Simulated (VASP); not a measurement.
# Ni (Fd-3m) in VASP: notebook

The runs below take Ni through single point, with BLYP.

Everything below comes from runs of VASP 6.6.1. Logs are shortened: lines on timing, memory, paths and dates and some standing lists are left out, and cuts for length are marked.

## Step 1: The cell of the first run

The structure is cubic, space group Fd-3m (No. 227). The conventional cell has a = 5.120 Å, b = 5.120 Å, c = 5.120 Å, α = 90.00°, β = 90.00°, γ = 90.00°. Within 2.9 Å of Ni (site symmetry -43m) lie 4 Ni at 2.22 Å.

This isn't the form of Ni at room conditions, which is fcc.

## Step 2: Single point, BLYP, collinear spin, ferromagnetic start (16.77 Å³/atom)

File INCAR:

```
PREC = Accurate ; ENCUT = 520
EDIFF = 1E-6 ; ISMEAR = -1
SIGMA = 0.05 ; LREAL = False
LASPH = True ; NELM = 150
ALGO = Normal ; ISIF = 2
LWAVE = False ; LCHARG = False
ISPIN = 2 ; MAGMOM = 0.824 0.824
LORBIT = 11 ; LMAXMIX = 4
GGA = B5 ; ALDAX = 1.0
AGGAX = 1.0 ; AGGAC = 1.0
ALDAC = 0.0 ; NBANDS = 21
```

File KPOINTS:

```
regular mesh
0
Gamma
  12 12 12
```

File POSCAR:

```
Ni
1.0
    0.0000000000      2.5598278012      2.5598278012
    2.5598278012      0.0000000000      2.5598278012
    2.5598278012      2.5598278012      0.0000000000
Ni
2
Direct
    0.1250000000      0.1250000000      0.1250000000
    0.8750000000      0.8750000000      0.8750000000
```

Potentials or basis: VASP PAW PBE potentials, release 64 (Ni).

The run is started by

```sh
$ cat potpaw_PBE.64/Ni/POTCAR > POTCAR
$ mpirun -np 1 vasp_std > vasp.out
```

OUTCAR:

```text
PREC = Accurate
   ENCUT = 520
   EDIFF = 1E-6
   ISMEAR = -1
   LREAL = False
   LASPH = True
   NELM = 150
   ISIF = 2
   ISPIN = 2
   LORBIT = 11
   GGA = B5

 ion  position               nearest neighbor table
   1  0.125  0.125  0.125-   2 2.22   2 2.22   2 2.22   2 2.22
   2  0.875  0.875  0.875-   1 2.22   1 2.22   1 2.22   1 2.22

  LATTYP: Found a face centered cubic cell.
 ALAT       =     5.1196556024

  Lattice vectors:

 A1 = (   0.0000000000,   2.5598278012,   2.5598278012)
 A2 = (   2.5598278012,   0.0000000000,   2.5598278012)
 A3 = (   2.5598278012,   2.5598278012,   0.0000000000)

Analysis of symmetry for initial positions (statically):
=====================================================================
 Subroutine PRICEL returns:
 Original cell was already a primitive cell.

 Routine SETGRP: Setting up the symmetry group for a
 face centered cubic supercell.

 Subroutine GETGRP returns: Found 48 space group operations
 (whereof 12 operations were pure point group operations)
 out of a pool of 48 trial point group operations.

The static configuration has the point symmetry D_3d.
 The point group associated with its full space group is O_h .

Analysis of symmetry for dynamics (positions and initial velocities):
=====================================================================
 Subroutine PRICEL returns:
 Original cell was already a primitive cell.

 Routine SETGRP: Setting up the symmetry group for a
 face centered cubic supercell.

 Subroutine GETGRP returns: Found 48 space group operations
 (whereof 12 operations were pure point group operations)
 out of a pool of 48 trial point group operations.

The dynamic configuration has the point symmetry D_3d.
 The point group associated with its full space group is O_h .

Analysis of structural, dynamic, and magnetic symmetry:
=====================================================================
 Subroutine PRICEL returns:
 Original cell was already a primitive cell.

 Routine SETGRP: Setting up the symmetry group for a
 face centered cubic supercell.

 Subroutine GETGRP returns: Found 48 space group operations
 (whereof 12 operations were pure point group operations)
 out of a pool of 48 trial point group operations.

The overall configuration has the point symmetry D_3d.
 The point group associated with its full space group is O_h .

 Subroutine INISYM returns: Found 48 space group operations
 (whereof 12 operations are pure point group operations),
 and found     1 'primitive' translations

----------------------------------------------------------------------------------------

                                     Primitive cell

  volume of cell :      33.5477

  direct lattice vectors                    reciprocal lattice vectors
     0.000000000  2.559827801  2.559827801    -0.195325639  0.195325639  0.195325639
     2.559827801  0.000000000  2.559827801     0.195325639 -0.195325639  0.195325639
     2.559827801  2.559827801  0.000000000     0.195325639  0.195325639 -0.195325639

  length of vectors
     3.620143194  3.620143194  3.620143194     0.338313930  0.338313930  0.338313930

  position of ions in fractional coordinates (direct lattice)
     0.125000000  0.125000000  0.125000000
     0.875000000  0.875000000  0.875000000

  ion indices of the primitive-cell ions
   primitive index   ion index
                 1           1
                 2           2

----------------------------------------------------------------------------------------

 KPOINTS: regular mesh

Automatic generation of k-mesh.
 Grid dimensions read from file:
 generate k-points for:   12   12   12

 Generating k-lattice:

  Cartesian coordinates                     Fractional coordinates (reciprocal lattice)
    -0.016277137  0.016277137  0.016277137     0.083333333  0.000000000  0.000000000
     0.016277137 -0.016277137  0.016277137     0.000000000  0.083333333  0.000000000
     0.016277137  0.016277137 -0.016277137     0.000000000  0.000000000  0.083333333

  Length of vectors
     0.028192828  0.028192828  0.028192828

  Shift w.r.t. Gamma in fractional coordinates (k-lattice)
     0.000000000  0.000000000  0.000000000

 Subroutine IBZKPT returns following result:
 ===========================================

 Found     72 irreducible k-points:

 Following reciprocal coordinates:
            Coordinates               Weight
  0.000000  0.000000  0.000000      1.000000
  0.083333  0.000000  0.000000      8.000000
  0.166667  0.000000  0.000000      8.000000
  0.250000  0.000000  0.000000      8.000000
  0.333333  0.000000  0.000000      8.000000
  0.416667  0.000000  0.000000      8.000000
[... 16 lines left out ...]
  0.500000  0.166667  0.000000     24.000000
 -0.416667  0.166667  0.000000     24.000000
 [... further k-points ...]
   k-points           NKPTS =     72   k-points in BZ     NKDIM =     72   number of bands    NBANDS=     21
   number of dos      NEDOS =    301   number of ions     NIONS =      2
   total plane-waves  NPLWV =  21952
   dimension x,y,z NGX =    28 NGY =   28 NGZ =   28
   dimension x,y,z NGXF=    56 NGYF=   56 NGZF=   56
   ions per type =               2
   NGX,Y,Z   is equivalent  to a cutoff of  12.86, 12.86, 12.86 a.u.
   NGXF,Y,Z  is equivalent  to a cutoff of  25.72, 25.72, 25.72 a.u.
 SYSTEM =  unknown system
   PREC   = accura    normal or accurate (medium, high low for compatibility)
   ISTART =      0    job   : 0-new  1-cont  2-samecut
   ICHARG =      2    charge: 1-file 2-atom 10-const
   ISPIN  =      2    spin polarized calculation?
   LNONCOLLINEAR =      F non collinear calculations
   LSORBIT =      F    spin-orbit coupling
   LASPH  =      T    aspherical Exc in radial PAW
   ENCUT  =  520.0 eV  38.22 Ry    6.18 a.u.   6.73  6.73  6.73*2*pi/ulx,y,z
   NELM   =    150;   NELMIN=  2; NELMDL= -5     # of ELM steps
   EDIFF  = 0.1E-05   stopping-criterion for ELM
   LREAL  =      F    real-space projection
   EDIFFG = 0.1E-04   stopping-criterion for IOM
   NSW    =      0    number of steps for IOM
   IBRION =     -1    ionic relax: 0-MD 1-quasi-New 2-CG
   NFREE  =      0    steps in history (QN), initial steepest desc. (CG)
   ISIF   =      2    stress and relaxation
   ISYM   =      2    0-nonsym 1-usesym 2-fastsym
   POTIM  = 0.5000    time-step for ionic-motion
   TEBEG  =    0.0;   TEEND  =   0.0 temperature during run
   PSTRESS=    0.0 pullay stress
   NELECT =      20.0000    total number of electrons
   NUPDOWN=      -1.0000    fix difference up-down
   EMIN   =  10.00;   EMAX   =-10.00  energy-range for DOS
   EFERMI =   0.00;   METHOD = LEGACY
   ISMEAR =    -1;   SIGMA  =   0.05  broadening in eV -4-tet -1-fermi 0-gaus
   EFERMI_NEDOS =   21; number of points for ismear=-14 and -15
   IALGO  =     38    algorithm
   IMIX   =      4    mixing-type and parameters
     AMIX     =   0.40;   BMIX     =  1.00
     AMIX_MAG =   1.60;   BMIX_MAG =  1.00
  volume/ion in A,a.u.               =      16.77       113.20
  Fermi-wavevector in a.u.,A,eV,Ry     =   1.377836  2.603732 25.829722  1.898431
  Thomas-Fermi vector in A             =   2.502952
   LORBIT       =     11    0 simple, 1 ext, 2 COOP (PROOUT), +10 PAW based schemes
   GGA     = B5    functional components
   LHFCALC =     F    Hartree Fock is set to
   AEXX    =    0.0000 exact exchange contribution
   IVDW    =     0    specifies the selected vdW correction
   LEPSILON=     F    determine dielectric tensor
   LRPA    =     F    only Hartree local field effects (RPA)
 spin polarized calculation
  energy-cutoff  :      520.00
  volume of cell :       33.55
 maximum number of plane-waves:       934
   NGX = 13   NGY = 13   NGZ = 13

 number of electron      20.0000000 magnetization       1.5276236

 Free energy of the ion-electron system (eV)
  ---------------------------------------------------
  ext. energy  EPLUGINS =         0.00000000
  ---------------------------------------------------
  free energy    TOTEN  =        -7.50133342 eV

  energy without entropy =       -7.47004634  energy(sigma->0) =       -7.48568988

 E-fermi :   4.9940     XC(G=0):  -9.9939

 val. band max:        4.9886040919   @ k =   0.4167   0.4167   0.0000
 cond. band min:       4.9957644632   @ k =   0.4167   0.0000   0.0000
 fundamental gap:      0.0071603713
 Fermi energy:         4.9940111886

 spin component 1

 k-point     1 :       0.0000    0.0000    0.0000
  band No.  band energies     occupation
      1      -1.3971      1.00000
      2       1.8906      1.00000
      3       1.8906      1.00000
      4       1.9300      1.00000
      5       1.9300      1.00000
      6       1.9300      1.00000
[... 13 lines left out ...]
     20      22.1215      0.00000
     21      22.1215      0.00000
[... 529 lines left out ...]
 k-point    24 :      -0.4167    0.1667    0.0000
  band No.  band energies     occupation
      1       1.4215      1.00000
      2       1.6840      1.00000
      3       1.7904      1.00000
      4       1.9498      1.00000
      5       2.2149      1.00000
      6       2.3574      1.00000
[... 13 lines left out ...]
     20      24.2890      0.00000
     21      25.2360      0.00000

 [... further k-points ...]

 spin component 2

 k-point     1 :       0.0000    0.0000    0.0000
  band No.  band energies     occupation
      1      -1.3745      1.00000
      2       2.5749      1.00000
      3       2.5749      1.00000
      4       2.6477      1.00000
      5       2.6477      1.00000
      6       2.6477      1.00000
[... 13 lines left out ...]
     20      22.1266      0.00000
     21      22.1266      0.00000
[... 529 lines left out ...]
 k-point    24 :      -0.4167    0.1667    0.0000
  band No.  band energies     occupation
      1       1.7387      1.00000
      2       2.3275      1.00000
      3       2.5121      1.00000
      4       2.6224      1.00000
      5       2.9029      1.00000
      6       3.0682      1.00000
[... 13 lines left out ...]
     20      24.3622      0.00000
     21      25.3136      0.00000

 [... further k-points ...]

------------------------ aborting loop because EDIFF is reached ----------------------------------------

  FORCE on cell =-STRESS in cart. coord.  units (eV):
  Direction    XX          YY          ZZ          XY          YZ          ZX
  --------------------------------------------------------------------------------------
  -------------------------------------------------------------------------------------
  Total        0.7297198      0.7297198      0.7297198      0.0000000      0.0000000      0.0000000
  in kB       34.8501351     34.8501351     34.8501351      0.0000000      0.0000000      0.0000000
  external PRESSURE =      34.8501351 kB  Pullay stress =       0.0000000 kB

 VOLUME and BASIS-vectors are now :
 -----------------------------------------------------------------------------
  energy-cutoff  :      520.00
  volume of cell :       33.55
      direct lattice vectors                 reciprocal lattice vectors
     0.000000000  2.559827801  2.559827801    -0.195325639  0.195325639  0.195325639
     2.559827801  0.000000000  2.559827801     0.195325639 -0.195325639  0.195325639
     2.559827801  2.559827801  0.000000000     0.195325639  0.195325639 -0.195325639

 POSITION                                       TOTAL-FORCE (eV/Angst)
 -----------------------------------------------------------------------------------
      0.63996      0.63996      0.63996         0.000000      0.000000     -0.000000
      4.47970      4.47970      4.47970        -0.000000     -0.000000      0.000000
 -----------------------------------------------------------------------------------
    total drift:                                0.000000      0.000000     -0.000000

  FREE ENERGIE OF THE ION-ELECTRON SYSTEM (eV)
  ---------------------------------------------------
  free  energy   TOTEN  =        -7.5013334200 eV

  energy  without entropy=       -7.4700463390  energy(sigma->0) =       -7.48568988

 total charge

# of ion       s       p       d       tot
------------------------------------------
    1        0.544   0.331   8.366   9.241
    2        0.544   0.331   8.366   9.241
--------------------------------------------------
tot          1.088   0.662  16.732  18.483

 magnetization (x)

# of ion       s       p       d       tot
------------------------------------------
    1       -0.014  -0.016   0.796   0.767
    2       -0.014  -0.016   0.796   0.767
--------------------------------------------------
tot         -0.027  -0.031   1.593   1.534
```

Run time: 2.4 min. Hardware: 1 thread of Intel Xeon 8259CL, shared host; peak memory 0.22 GiB.

What came out:

| Property | Result |
| --- | --- |
| Free energy | -7.5013 eV |
| Pressure | 3.5 GPa |
| Net moment | 1.53 μB per cell |
| Site moments | Ni +0.77 μB |
| Valence electrons inside the program's atomic spheres | Ni 9.24 |

Caveat: the cell stands under pressure; the PAW data sets were made with another functional, which shifts forces and pressure a little.

## Step 3: Single point, BLYP, collinear spin, ferromagnetic start (17.47 Å³/atom)

This run uses another cell than the first one, of 17.47 Å³/atom.

File INCAR:

```
AGGAC = 1.0
AGGAX = 1.0
ALDAC = 0.0
ALDAX = 1.0
ALGO = Normal
EDIFF = 1E-7
ENCUT = 520
GGA = B5
ISIF = 2
ISMEAR = -1
ISPIN = 2
LASPH = T
LCHARG = F
LMAXMIX = 4
LORBIT = 11
LREAL = F
LWAVE = F
MAGMOM = 0.824 0.824
NBANDS = 21
NELM = 150
PREC = Accurate
SIGMA = 0.05
```

File KPOINTS:

```
k-points
0
Gamma
  12 12 12
```

File POSCAR:

```
Ni
1.0
    0.0000000000      2.5948982934      2.5948982934
    2.5948982934      0.0000000000      2.5948982934
    2.5948982934      2.5948982934      0.0000000000
Ni
2
Direct
    0.1250000000      0.1250000000      0.1250000000
    0.8750000000      0.8750000000      0.8750000000
```

Potentials or basis: VASP PAW PBE potentials, release 64 (Ni).

The run is started by

```sh
$ cat potpaw_PBE.64/Ni/POTCAR > POTCAR
$ mpirun -np 1 vasp_std > vasp.out
```

Wall time 2.3 min (1 thread of Intel Xeon 8259CL, shared host); peak memory 0.22 GiB.

The run converged. Its results:

```
Free energy                                           : -7.5165 eV
Pressure                                              : 0.0 GPa
Net moment                                            : 1.54 μB per cell
Site moments                                          : Ni +0.78 μB
Valence electrons inside the program's atomic spheres : Ni 9.19
```

Levels at points of the mesh, in eV from the Fermi level:
Spin up:
```
           k point  band 9  band 10  band 11  band 12  band 13  band 14
(0.00, 0.00, 0.00)   -1.63    -0.76    -0.76    11.18    11.18    11.18
(0.50, 0.00, 0.00)   -1.16    -0.90    -0.90     0.25     8.12     8.12
(0.50, 0.50, 0.00)   -0.79    -0.79     0.90     0.90     4.38     4.38
```
Spin down:
```tsv
k point	band 5	band 6	band 7	band 8	band 9	band 10	band 11	band 12	band 13	band 14
(0.00, 0.00, 0.00)	-2.22	-2.22	-0.83	-0.83	-0.83	0.08	0.08	11.34	11.34	11.34
(0.50, 0.00, 0.00)	-2.17	-2.17	-1.15	-0.54	-0.54	-0.02	-0.02	0.95	8.24	8.24
(0.50, 0.50, 0.00)	-1.90	-1.90	-1.05	-1.05	0.11	0.11	1.38	1.38	4.41	4.41
```

Caveat: the PAW data sets were made with another functional, which shifts forces and pressure a little.

## Step 4: Single point, BLYP, collinear spin, ferromagnetic start (18.17 Å³/atom)

This run uses another cell than the first one, of 18.17 Å³/atom.

File INCAR:

```
SYSTEM = Ni
PREC = Accurate
ENCUT = 520
EDIFF = 1E-6
ISMEAR = -1
SIGMA = 0.05
LREAL = .FALSE.
LASPH = .TRUE.
NELM = 150
ALGO = Normal
ISIF = 2
LWAVE = .FALSE.
LCHARG = .TRUE.
ISPIN = 2
MAGMOM = 0.824 0.824
LORBIT = 11
LMAXMIX = 4
GGA = B5
ALDAX = 1.0
AGGAX = 1.0
AGGAC = 1.0
ALDAC = 0.0
LELF = .TRUE.
LVHAR = .TRUE.
NBANDS = 21
```

File KPOINTS:

```
regular mesh
0
G
  12 12 12
  0 0 0
```

File POSCAR:

```
Ni
1.0
    0.0000000000      2.6290456080      2.6290456080
    2.6290456080      0.0000000000      2.6290456080
    2.6290456080      2.6290456080      0.0000000000
Ni
2
Direct
    0.1250000000      0.1250000000      0.1250000000
    0.8750000000      0.8750000000      0.8750000000
```

The run is started by

```sh
$ cat potpaw_PBE.64/Ni/POTCAR > POTCAR
$ mpirun -np 1 vasp_std > vasp.out
```

Wall time 2.4 min (1 thread of Intel Xeon 8259CL, shared host); peak memory 0.22 GiB.

It converged, with:

| Property | Result |
| --- | --- |
| Free energy | -7.5048 eV |
| Pressure | -2.7 GPa |
| Net moment | 1.55 μB per cell |
| Site moments | Ni +0.78 μB |
| Valence electrons inside the program's atomic spheres | Ni 9.15 |

Levels at points of the mesh, in eV from the Fermi level:
Spin up:
| k point | band 8 | band 9 | band 10 | band 11 | band 12 | band 13 | band 14 | band 15 |
| --- | --- | --- | --- | --- | --- | --- | --- | --- |
| (0.00, 0.00, 0.00) | -1.59 | -1.59 | -0.77 | -0.77 | 10.84 | 10.84 | 10.84 | 11.52 |
| (0.50, 0.00, 0.00) | -1.30 | -1.07 | -0.91 | -0.91 | 0.19 | 7.90 | 7.90 | 12.09 |
| (0.50, 0.50, 0.00) | -1.76 | -0.80 | -0.80 | 0.84 | 0.84 | 4.31 | 4.31 | 8.92 |
Spin down:
| k point | band 6 | band 7 | band 8 | band 9 | band 10 | band 11 | band 12 | band 13 |
| --- | --- | --- | --- | --- | --- | --- | --- | --- |
| (0.00, 0.00, 0.00) | -2.11 | -0.78 | -0.78 | -0.78 | 0.07 | 0.07 | 11.00 | 11.00 |
| (0.50, 0.00, 0.00) | -2.05 | -1.06 | -0.52 | -0.52 | -0.02 | -0.02 | 0.90 | 8.01 |
| (0.50, 0.50, 0.00) | -1.84 | -1.00 | -1.00 | 0.11 | 0.11 | 1.32 | 1.32 | 4.33 |

Caveat: the PAW data sets were made with another functional, which shifts forces and pressure a little.

## Step 5: Overview

```tsv
cell	gap on the mesh (eV)	pressure (GPa)	moment (μB)
a = 3.620 Å, angles 60.0°, 2 atoms	none	3.5	1.53
a = 3.670 Å, angles 60.0°, 2 atoms	none	0.0	1.54
a = 3.718 Å, angles 60.0°, 2 atoms	none	-2.7	1.55
```

Alike in all rows: task single point; level BLYP; potentials or basis VASP PAW PBE potentials, release 64 (Ni); spin collinear, ferromagnetic start; k mesh 12 × 12 × 12; cutoff (eV) 520; smearing fermi-dirac 0.05 eV.

Caveats: the PAW data sets were made with another functional, which shifts forces and pressure a little; the cell stands under pressure (at least some runs).

Absolute energies hang on the potentials; compare differences alone.
